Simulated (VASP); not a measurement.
Wanted: the native input for a VASP 6.6.1 run.

| Item | Value |
| --- | --- |
| Task | single point |
| Functional | PBE |
| Potentials or basis | VASP PAW PBE potentials, release 64 (Si, Ge_d) |
| Cutoff | 500 eV |
| k mesh | 18 × 18 × 6 |
| Occupations | gaussian, width 0.1 eV |
| Spin | no spin polarisation |
| Dipole correction | no |
| Further INCAR settings | ALGO = Normal; EDIFF = 1e-06; NBANDS = 21 |

The structure of Si3Ge lies in POSCAR:

```
Si3Ge
1.0
    2.8045225812      0.0000000000      0.0000000000
   -1.4022612906      2.4287878008      0.0000000000
    0.0000000000      0.0000000000      9.2958606386
Si Ge
3 1
Direct
    0.3333333333      0.6666666667      0.7326127482
    0.3333333333      0.6666666667      0.2673872518
    0.6666666667      0.3333333333      0.5000000000
    0.6666666667      0.3333333333      0.0000000000
```

These files were run (other wordings do the same):

INCAR

```
SYSTEM = Si3Ge
PREC = Accurate
ENCUT = 500
EDIFF = 1E-6
ISMEAR = 0
SIGMA = 0.1
LREAL = .False.
LASPH = .True.
NELM = 120
ALGO = Normal
ISIF = 2
LWAVE = .False.
LCHARG = .True.
GGA = PE
LELF = .True.
LVHAR = .True.
NBANDS = 21
GGA_COMPAT = .False.
```

KPOINTS

```
Automatic mesh
0
Gamma
  18 18 6
  0 0 0
```

Potentials or basis: VASP PAW PBE potentials, release 64 (Si, Ge_d).

The run is started by

```bash
$ cat potpaw_PBE.64/Si/POTCAR potpaw_PBE.64/Ge_d/POTCAR > POTCAR
$ mpirun -np 1 vasp_std > vasp.out
```

It gave:

```
Pressure               : -0.1 GPa
Largest force          : 0.008 eV/Å
Band gap on the k mesh : zero (bands 13 and 14 overlap by 10.53 eV)
```

Run time: 2.1 min on 1 thread of Intel(R) Xeon(R) Platinum 8488C (Sapphire Rapids), on a shared host, peak memory 0.29 GiB.
